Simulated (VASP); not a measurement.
# Sn4Te (P4/mmm) in VASP: a series of runs, part 2 of 2

VASP 6.6.1.

## (4) Relaxation of cell and atoms, PBE

Contents of INCAR:

```
  PREC = Accurate
  ENCUT = 600
  EDIFF = 1E-6
  ISMEAR = 0
  SIGMA = 0.1
  LREAL = F
  LASPH = T
  NELM = 100
  ALGO = Fast
  ISIF = 3
  LWAVE = F
  LCHARG = F
  GGA = PE
  IBRION = 2
  NSW = 90
  EDIFFG = -0.04
```

Contents of KPOINTS:

```
regular mesh
0
Gamma
  4 4 4
```

Contents of POSCAR:

```
Sn4Te
1.0
    6.0953974700      0.0000000000      0.0000000000
    0.0000000000      6.0953974700      0.0000000000
    0.0000000000      0.0000000000      4.6620188600
Sn Te
4 1
Direct
    0.7078659600      0.7078659600      0.0000000000
    0.2921340400      0.2921340400      0.0000000000
    0.7078659600      0.2921340400      0.0000000000
    0.2921340400      0.7078659600      0.0000000000
    0.5000000000      0.5000000000      0.5000000000
```

Launch:

```
$ cat potpaw_PBE.64/Sn_d/POTCAR potpaw_PBE.64/Te/POTCAR > POTCAR
$ mpirun -np 1 vasp_std > vasp.out
```

Wall time 23 min (1 thread of Intel Xeon 6975P-C (Granite Rapids), shared host); peak memory 0.45 GiB.

The run converged. Its results:

| Item | Value |
| --- | --- |
| Free energy | -17.3384 eV |
| Relaxed volume | 38.17 Å³/atom |
| Relaxed cell | a = 6.061 Å, b = 6.061 Å, c = 5.195 Å, α = 90.00°, β = 90.00°, γ = 90.00° |
| Space group after relaxing (to 0.1 Å) | P4/mmm (No. 123) |
| Energy gained by relaxing | 830.4 meV/atom |
| Ionic steps | 25 |
| Pressure after relaxing | 0.0 GPa |
| Largest force after relaxing | 0.030 eV/Å |
| Band gap on the k mesh | zero (bands 31 and 32 overlap by 2.37 eV) |

Forces on the atoms (eV/Å):
```
Sn   0.021  0.021  0.000
Sn  -0.021 -0.021  0.000
Sn   0.021 -0.021  0.000
Sn  -0.021  0.021  0.000
Te   0.000  0.000  0.000
```

Stress tensor (GPa, compression positive):
```
-0.06  0.00  0.00
 0.00 -0.06  0.00
 0.00  0.00  0.07
```

Step by step:
```
step  energy change (eV)  largest force (eV/Å)  pressure (GPa)  volume (Å³)
   1              0.0000                6.1235           18.31       173.21
   2             -1.8005                0.7620           -4.86       292.60
   3             -3.5943                0.2157           -1.18       225.64
   4             -3.6026                0.3090           -0.81       223.52
   5             -3.6050                0.3716           -0.63       221.98
   6             -3.6047                0.4205           -0.47       220.92
   7             -3.6659                0.4376           -0.38       217.04
   8             -3.8450                0.7032            0.01       205.44
   9             -4.0120                0.5255            2.60       182.47
  10             -4.0293                0.8178            1.01       192.03
  11             -4.0489                0.7313            1.17       187.95
  12             -4.0404                0.6382            1.87       185.22
  13             -4.0466                0.6805            1.87       186.44
  14             -4.0724                0.4712            1.71       186.26
  15             -4.0841                0.2495            1.59       186.04
  16             -4.1092                0.2048            1.14       188.01
  17             -4.1428                0.0895           -0.01       193.83
  18             -4.1432                0.0774           -0.15       194.54
  19             -4.1443                0.0743           -0.14       194.26
  20             -4.1470                0.0659           -0.07       193.40
  21             -4.1499                0.0649            0.07       191.68
  22             -4.1503                0.0677            0.09       190.95
  23             -4.1497                0.0784            0.23       189.50
  24             -4.1503                0.0728            0.17       190.34
  25             -4.1518                0.0303           -0.01       190.87
```

Final structure:
```xyz
5
Lattice="6.0615 0.0000 0.0000 0.0000 6.0615 0.0000 0.0000 0.0000 5.1949" Properties=species:S:1:pos:R:3 pbc="T T T"
Sn    4.5485    4.5485    0.0000
Sn    1.5129    1.5129    0.0000
Sn    4.5485    1.5129    0.0000
Sn    1.5129    4.5485    0.0000
Te    3.0307    3.0307    2.5975
```

Levels at points of the mesh, in eV from the Fermi level:
```tsv
k point	band 27	band 28	band 29	band 30	band 31	band 32	band 33	band 34	band 35	band 36
(0.00, 0.00, 0.00)	-3.57	-2.98	-2.28	-2.28	-0.09	-0.09	0.63	0.63	0.83	2.76
(0.50, 0.00, 0.00)	-3.43	-2.77	-1.31	-0.86	-0.80	0.49	0.93	1.41	2.02	2.14
(0.50, 0.50, 0.00)	-1.77	-1.77	0.00	0.00	0.36	0.99	1.19	1.49	1.49	1.77
(0.00, 0.00, 0.50)	-2.94	-2.94	-2.83	-1.74	-1.44	-1.44	0.50	2.33	2.48	2.48
(0.50, 0.00, 0.50)	-3.57	-2.90	-2.78	-0.37	-0.20	0.55	0.74	0.82	1.85	3.55
(0.50, 0.50, 0.50)	-3.29	-0.91	-0.79	0.94	0.94	1.17	1.29	1.33	2.20	2.30
```

Caveat: spin-orbit coupling is left out, which moves the levels of the heavy elements.

## (5) Single point, PBE

This run uses another cell than the first one, of 37.79 Å³/atom.

Contents of INCAR:

```
PREC = Accurate
ENCUT = 520
EDIFF = 1E-7
ISMEAR = 0
SIGMA = 0.1
LREAL = False
LASPH = True
NELM = 60
ALGO = Fast
ISIF = 2
LWAVE = False
LCHARG = True
GGA = PE
LELF = True
LVHAR = True
NBANDS = 39
```

Contents of KPOINTS:

```
Automatic mesh
0
Gamma
  6 6 8
```

Contents of POSCAR:

```
Sn4Te
1.0
    6.1661294897      0.0000000000      0.0000000000
    0.0000000000      6.1661294897      0.0000000000
    0.0000000000      0.0000000000      4.9690213627
Sn Te
4 1
Direct
    0.7508472413      0.7508472413      0.0000000000
    0.2491527587      0.2491527587      0.0000000000
    0.7508472413      0.2491527587      0.0000000000
    0.2491527587      0.7508472413      0.0000000000
    0.5000000000      0.5000000000      0.5000000000
```

Launch:

```
$ cat potpaw_PBE.64/Sn_d/POTCAR potpaw_PBE.64/Te/POTCAR > POTCAR
$ mpirun -np 1 vasp_std > vasp.out
```

It took 2.8 min on 1 thread of Intel Xeon 6975P-C (Granite Rapids), shared host; peak memory 0.48 GiB.

The run converged. Its results:

```
Free energy            : -17.4101 eV
Pressure               : -0.1 GPa
Largest force          : 0.006 eV/Å
Band gap on the k mesh : zero (bands 31 and 32 overlap by 2.21 eV)
```

Forces on the atoms (eV/Å):
```
Sn   0.004  0.004  0.000
Sn  -0.004 -0.004  0.000
Sn   0.004 -0.004  0.000
Sn  -0.004  0.004  0.000
Te   0.000  0.000  0.000
```

Levels at points of the mesh, in eV from the Fermi level:
```
           k point  band 27  band 28  band 29  band 30  band 31  band 32  band 33  band 34  band 35  band 36
(0.00, 0.00, 0.00)    -3.18    -3.16    -2.34    -2.34     0.21     0.21     0.84     0.84     1.10     2.79
(0.50, 0.00, 0.00)    -3.40    -2.46    -1.15    -0.71    -0.52     0.51     1.07     1.55     2.19     2.38
(0.50, 0.50, 0.00)    -1.83    -1.83     0.28     0.28     0.67     0.99     1.22     1.67     1.67     1.67
(0.00, 0.00, 0.50)    -3.16    -3.16    -2.96    -1.62    -1.27    -1.27     0.91     2.04     2.52     2.52
(0.50, 0.00, 0.50)    -3.64    -3.02    -2.64    -0.27    -0.08     0.59     0.65     0.75     2.38     3.38
(0.50, 0.50, 0.50)    -3.47    -0.96    -0.81     0.94     0.94     1.25     1.36     1.49     2.05     2.26
```

Caveat: spin-orbit coupling is left out, which moves the levels of the heavy elements.

## (6) The runs side by side

| task | cell | k mesh | cutoff (eV) | gap on the mesh (eV) | pressure (GPa) | largest force (eV/Å) |
| --- | --- | --- | --- | --- | --- | --- |
| single point | a = 6.095, b = 6.095, c = 4.662 Å, 5 atoms, atomic positions A | 4 × 4 × 4 | 520 | none | 18.3 | 6.12 |
| single point | a = 6.077, b = 6.077, c = 5.150 Å, 5 atoms, atomic positions B | 4 × 4 × 4 | 520 | none | -0.1 | - |
| relaxation of cell and atoms | relaxed from a = 6.095, b = 6.095, c = 4.662 Å, 5 atoms, atomic positions A | 4 × 4 × 4 | 600 | none | 0.0 | 0.03 |
| single point | a = 6.166, b = 6.166, c = 4.969 Å, 5 atoms, atomic positions B | 6 × 6 × 8 | 520 | none | -0.1 | 0.01 |

Alike in all rows: level PBE; potentials or basis VASP PAW PBE potentials, release 64 (Sn_d, Te); no spin polarisation; smearing gaussian 0.1 eV.

Caveats: spin-orbit coupling is left out, which moves the levels of the heavy elements; the cell stands under pressure (at least some runs); forces of over 1 eV/Å act on the atoms, so gaps and moduli don't describe the material at rest (at least some runs).

Absolute energies hang on the potentials; compare differences alone.
